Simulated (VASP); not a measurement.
# BaRe2 (P6_3/mmc) in VASP: single point with PBE

Aim: the single point of BaRe2 with PBE.

Everything below comes from runs of VASP 6.6.1. Logs are shortened: lines on timing, memory, paths and dates and some standing lists are left out, and cuts for length are marked.

## 1. The cell of the first run

Symmetry: P6_3/mmc, No. 194, hexagonal system. Conventional cell: a = 4.168 Å, b = 4.168 Å, c = 10.885 Å, α = 90.00°, β = 90.00°, γ = 120.00°. Ba (site symmetry -6m2) has 12 Re at 3.54 to 3.73 Å and 6 Ba at 4.17 Å within 4.6 Å. Re (site symmetry 3m) has 3 Re at 2.42 Å within 3.2 Å.

The cell was built from a structure type or drawn by symmetry, and may not be a known phase.

## 2. Single point, PBE

INCAR reads:

```
  ALGO = Fast
  EDIFF = 1E-7
  ENCUT = 520
  GGA = PE
  ISIF = 2
  ISMEAR = 0
  LASPH = T
  LCHARG = T
  LELF = T
  LREAL = F
  LVHAR = T
  LWAVE = F
  NBANDS = 33
  NELM = 100
  PREC = Accurate
  SIGMA = 0.1
```

KPOINTS reads:

```
k-points
0
Gamma
  12 12 4
```

POSCAR reads:

```
BaRe2
1.0
    4.1678300059      0.0000000000      0.0000000000
   -2.0839150029      3.6094466637      0.0000000000
    0.0000000000      0.0000000000     10.8854850254
Ba Re
2 4
Direct
    0.0000000000      0.0000000000      0.2500000000
    0.0000000000      0.0000000000      0.7500000000
    0.3333333333      0.6666666667      0.4879635660
    0.6666666667      0.3333333333      0.9879635660
    0.6666666667      0.3333333333      0.5120364340
    0.3333333333      0.6666666667      0.0120364340
```

Potentials or basis: VASP PAW PBE potentials, release 64 (Ba_sv, Re).

Started as:

```sh
$ cat potpaw_PBE.64/Ba_sv/POTCAR potpaw_PBE.64/Re/POTCAR > POTCAR
$ mpirun -np 1 vasp_std > vasp.out
```

OUTCAR:

```text
EDIFF = 1E-7
   ENCUT = 520
   GGA = PE
   ISIF = 2
   ISMEAR = 0
   LASPH = T
   LREAL = F
   NELM = 100
   PREC = Accurate

 ion  position               nearest neighbor table
   1  0.000  0.000  0.250-   3 3.54   6 3.54   3 3.54   6 3.54   3 3.54   6 3.54   5 3.73   4 3.73
                             4 3.73   5 3.73   4 3.73   5 3.73
   2  0.000  0.000  0.750-   4 3.54   5 3.54   4 3.54   5 3.54   4 3.54   5 3.54   3 3.73   6 3.73
                             3 3.73   6 3.73   3 3.73   6 3.73
   3  0.333  0.667  0.488-   5 2.42   5 2.42   5 2.42   1 3.54   1 3.54   1 3.54   2 3.73   2 3.73
                             2 3.73
   4  0.667  0.333  0.988-   6 2.42   6 2.42   6 2.42   2 3.54   2 3.54   2 3.54   1 3.73   1 3.73
                             1 3.73
   5  0.667  0.333  0.512-   3 2.42   3 2.42   3 2.42   2 3.54   2 3.54   2 3.54   1 3.73   1 3.73
                             1 3.73
   6  0.333  0.667  0.012-   4 2.42   4 2.42   4 2.42   1 3.54   1 3.54   1 3.54   2 3.73   2 3.73
                             2 3.73

  LATTYP: Found a hexagonal cell.
 ALAT       =     4.1678300059
 C/A-ratio  =     2.6117871914

  Lattice vectors:

 A1 = (   4.1678300059,   0.0000000000,   0.0000000000)
 A2 = (  -2.0839150029,   3.6094466637,   0.0000000000)
 A3 = (   0.0000000000,   0.0000000000,  10.8854850254)

Analysis of symmetry for initial positions (statically):
=====================================================================
 Subroutine PRICEL returns:
 Original cell was already a primitive cell.

 Routine SETGRP: Setting up the symmetry group for a
 hexagonal supercell.

 Subroutine GETGRP returns: Found 24 space group operations
 (whereof 12 operations were pure point group operations)
 out of a pool of 24 trial point group operations.

The static configuration has the point symmetry D_3d.
 The point group associated with its full space group is D_6h.

Analysis of symmetry for dynamics (positions and initial velocities):
=====================================================================
 Subroutine PRICEL returns:
 Original cell was already a primitive cell.

 Routine SETGRP: Setting up the symmetry group for a
 hexagonal supercell.

 Subroutine GETGRP returns: Found 24 space group operations
 (whereof 12 operations were pure point group operations)
 out of a pool of 24 trial point group operations.

The dynamic configuration has the point symmetry D_3d.
 The point group associated with its full space group is D_6h.

 Subroutine INISYM returns: Found 24 space group operations
 (whereof 12 operations are pure point group operations),
 and found     1 'primitive' translations

----------------------------------------------------------------------------------------

                                     Primitive cell

  volume of cell :     163.7564

  direct lattice vectors                    reciprocal lattice vectors
     4.167830006  0.000000000  0.000000000     0.239933010  0.138525388  0.000000000
    -2.083915003  3.609446664  0.000000000     0.000000000  0.277050776  0.000000000
     0.000000000  0.000000000 10.885485025     0.000000000  0.000000000  0.091865452

  length of vectors
     4.167830006  4.167830006 10.885485025     0.277050776  0.277050776  0.091865452

  position of ions in fractional coordinates (direct lattice)
     0.000000000  0.000000000  0.250000000
     0.000000000  0.000000000  0.750000000
     0.333333333  0.666666667  0.487963566
     0.666666667  0.333333333  0.987963566
     0.666666667  0.333333333  0.512036434
     0.333333333  0.666666667  0.012036434

  ion indices of the primitive-cell ions
   primitive index   ion index
                 1           1
                 2           2
                 3           3
                 4           4
                 5           5
                 6           6

----------------------------------------------------------------------------------------

 KPOINTS: k-points

Automatic generation of k-mesh.
 Grid dimensions read from file:
 generate k-points for:   12   12    4

 Generating k-lattice:

  Cartesian coordinates                     Fractional coordinates (reciprocal lattice)
     0.019994418  0.011543782  0.000000000     0.083333333 -0.000000000  0.000000000
     0.000000000  0.023087565  0.000000000     0.000000000  0.083333333  0.000000000
     0.000000000  0.000000000  0.022966363     0.000000000  0.000000000  0.250000000

  Length of vectors
     0.023087565  0.023087565  0.022966363

  Shift w.r.t. Gamma in fractional coordinates (k-lattice)
     0.000000000  0.000000000  0.000000000

 Subroutine IBZKPT returns following result:
 ===========================================

 Found     57 irreducible k-points:

 Following reciprocal coordinates:
            Coordinates               Weight
  0.000000  0.000000  0.000000      1.000000
  0.083333 -0.000000  0.000000      6.000000
  0.166667  0.000000  0.000000      6.000000
  0.250000  0.000000  0.000000      6.000000
  0.333333  0.000000  0.000000      6.000000
  0.416667 -0.000000  0.000000      6.000000
[... 16 lines left out ...]
  0.250000  0.000000  0.250000     12.000000
  0.333333  0.000000  0.250000     12.000000
 [... further k-points ...]
   k-points           NKPTS =     57   k-points in BZ     NKDIM =     57   number of bands    NBANDS=     33
   number of dos      NEDOS =    301   number of ions     NIONS =      6
   total plane-waves  NPLWV =  86016
   dimension x,y,z NGX =    32 NGY =   32 NGZ =   84
   dimension x,y,z NGXF=    64 NGYF=   64 NGZF=  168
   ions per type =               2   4
   NGX,Y,Z   is equivalent  to a cutoff of  12.76, 12.76, 12.83 a.u.
   NGXF,Y,Z  is equivalent  to a cutoff of  25.53, 25.53, 25.66 a.u.
 SYSTEM =  unknown system
   PREC   = accura    normal or accurate (medium, high low for compatibility)
   ISTART =      0    job   : 0-new  1-cont  2-samecut
   ICHARG =      2    charge: 1-file 2-atom 10-const
   ISPIN  =      1    spin polarized calculation?
   LNONCOLLINEAR =      F non collinear calculations
   LSORBIT =      F    spin-orbit coupling
   LASPH  =      T    aspherical Exc in radial PAW
   ENCUT  =  520.0 eV  38.22 Ry    6.18 a.u.   7.75  7.75 20.24*2*pi/ulx,y,z
   NELM   =    100;   NELMIN=  2; NELMDL= -5     # of ELM steps
   EDIFF  = 0.1E-06   stopping-criterion for ELM
   LREAL  =      F    real-space projection
   EDIFFG = 0.1E-05   stopping-criterion for IOM
   NSW    =      0    number of steps for IOM
   IBRION =     -1    ionic relax: 0-MD 1-quasi-New 2-CG
   NFREE  =      0    steps in history (QN), initial steepest desc. (CG)
   ISIF   =      2    stress and relaxation
   ISYM   =      2    0-nonsym 1-usesym 2-fastsym
   POTIM  = 0.5000    time-step for ionic-motion
   TEBEG  =    0.0;   TEEND  =   0.0 temperature during run
   PSTRESS=    0.0 pullay stress
   NELECT =      48.0000    total number of electrons
   NUPDOWN=      -1.0000    fix difference up-down
   EMIN   =  10.00;   EMAX   =-10.00  energy-range for DOS
   EFERMI =   0.00;   METHOD = LEGACY
   ISMEAR =     0;   SIGMA  =   0.10  broadening in eV -4-tet -1-fermi 0-gaus
   EFERMI_NEDOS =   21; number of points for ismear=-14 and -15
   IALGO  =     68    algorithm
   IMIX   =      4    mixing-type and parameters
     AMIX     =   0.40;   BMIX     =  1.00
     AMIX_MAG =   1.60;   BMIX_MAG =  1.00
  volume/ion in A,a.u.               =      27.29       184.18
  Fermi-wavevector in a.u.,A,eV,Ry     =   1.087483  2.055045 16.090509  1.182619
  Thomas-Fermi vector in A             =   2.223643
   LORBIT       =      0    0 simple, 1 ext, 2 COOP (PROOUT), +10 PAW based schemes
   GGA     = PE    functional components
   LHFCALC =     F    Hartree Fock is set to
   AEXX    =    0.0000 exact exchange contribution
   IVDW    =     0    specifies the selected vdW correction
   LEPSILON=     F    determine dielectric tensor
   LRPA    =     F    only Hartree local field effects (RPA)
 non-spin polarized calculation
 RMM-DIIS sequential band-by-band and
 Gauss-broadening in eV      SIGMA  =   0.10
  energy-cutoff  :      520.00
  volume of cell :      163.76
 maximum number of plane-waves:      4463
 NGX is ok and might be reduce to    32
   NGX = 15   NGY = 15   NGZ = 41

 number of electron      48.0000006 magnetization

 Free energy of the ion-electron system (eV)
  ---------------------------------------------------
  ext. energy  EPLUGINS =         0.00000000
  ---------------------------------------------------
  free energy    TOTEN  =       -49.32496919 eV

  energy without entropy =      -49.30980945  energy(sigma->0) =      -49.31738932

 E-fermi :   3.4385     XC(G=0): -10.2371

 val. band max:        3.4142347728   @ k =   0.2500   0.0833   0.0000
 cond. band min:       3.4770904806   @ k =   0.0833   0.0833   0.0000
 fundamental gap:      0.0628557078
 Fermi energy:         3.4385073228

 k-point     1 :       0.0000    0.0000    0.0000
  band No.  band energies     occupation
      1     -23.7628      2.00000
      2     -23.7590      2.00000
      3      -9.2176      2.00000
      4      -9.0396      2.00000
      5      -8.7316      2.00000
      6      -8.7316      2.00000
[... 25 lines left out ...]
     32       5.7376      0.00000
     33       6.5996      0.00000

 k-point     2 :       0.0833   -0.0000    0.0000
  band No.  band energies     occupation
      1     -23.7581      2.00000
      2     -23.7546      2.00000
      3      -9.2010      2.00000
      4      -9.0333      2.00000
      5      -8.7879      2.00000
      6      -8.7837      2.00000
[... 25 lines left out ...]
     32       5.5108      0.00000
     33       6.2257      0.00000
[... 754 lines left out ...]
     32       5.7778      0.00000
     33       6.7383      0.00000

 k-point    24 :       0.3333    0.0000    0.2500
  band No.  band energies     occupation
      1     -23.7100      2.00000
      2     -23.7091      2.00000
      3      -9.3035      2.00000
      4      -9.2798      2.00000
      5      -9.0254      2.00000
      6      -8.9775      2.00000
[... 25 lines left out ...]
     32       6.1399      0.00000
     33       6.8254      0.00000

 [... further k-points ...]

------------------------ aborting loop because EDIFF is reached ----------------------------------------

  FORCE on cell =-STRESS in cart. coord.  units (eV):
  Direction    XX          YY          ZZ          XY          YZ          ZX
  --------------------------------------------------------------------------------------
  -------------------------------------------------------------------------------------
  Total       -0.7022256     -0.7022256      0.4742316     -0.0000000      0.0000000     -0.0000000
  in kB       -6.8705072     -6.8705072      4.6398367     -0.0000000      0.0000000     -0.0000000
  external PRESSURE =      -3.0337259 kB  Pullay stress =       0.0000000 kB

 VOLUME and BASIS-vectors are now :
 -----------------------------------------------------------------------------
  energy-cutoff  :      520.00
  volume of cell :      163.76
      direct lattice vectors                 reciprocal lattice vectors
     4.167830006  0.000000000  0.000000000     0.239933010  0.138525388  0.000000000
    -2.083915003  3.609446664  0.000000000     0.000000000  0.277050776  0.000000000
     0.000000000  0.000000000 10.885485025     0.000000000  0.000000000  0.091865452

 POSITION                                       TOTAL-FORCE (eV/Angst)
 -----------------------------------------------------------------------------------
      0.00000      0.00000      2.72137        -0.000000      0.000000      0.000000
      0.00000      0.00000      8.16411        -0.000000      0.000000      0.000000
     -0.00000      2.40630      5.31172         0.000000      0.000000      0.085480
      2.08392      1.20315     10.75446        -0.000000      0.000000      0.085480
      2.08392      1.20315      5.57376        -0.000000      0.000000     -0.085480
     -0.00000      2.40630      0.13102         0.000000     -0.000000     -0.085480
 -----------------------------------------------------------------------------------
    total drift:                               -0.000000      0.000000      0.000000

  FREE ENERGIE OF THE ION-ELECTRON SYSTEM (eV)
  ---------------------------------------------------
  free  energy   TOTEN  =       -49.3249691876 eV

  energy  without entropy=      -49.3098094500  energy(sigma->0) =      -49.31738932
```

Run time: 14 min. Hardware: 1 thread of Intel Xeon Platinum 8488C (Sapphire Rapids), shared host; peak memory 0.46 GiB.

Results:

| Item | Value |
| --- | --- |
| Free energy | -49.3250 eV |
| Pressure | -0.3 GPa |
| Largest force | 0.085 eV/Å |
| Band gap on the k mesh | zero (bands 24 and 25 overlap by 0.79 eV) |

Forces in eV/Å, atoms in the order of the input:
```
Ba   0.000  0.000  0.000
Ba   0.000  0.000  0.000
Re   0.000  0.000  0.085
Re   0.000  0.000  0.085
Re   0.000  0.000 -0.085
Re   0.000  0.000 -0.085
```

Caveat: spin-orbit coupling is left out, which moves the levels of the heavy elements.
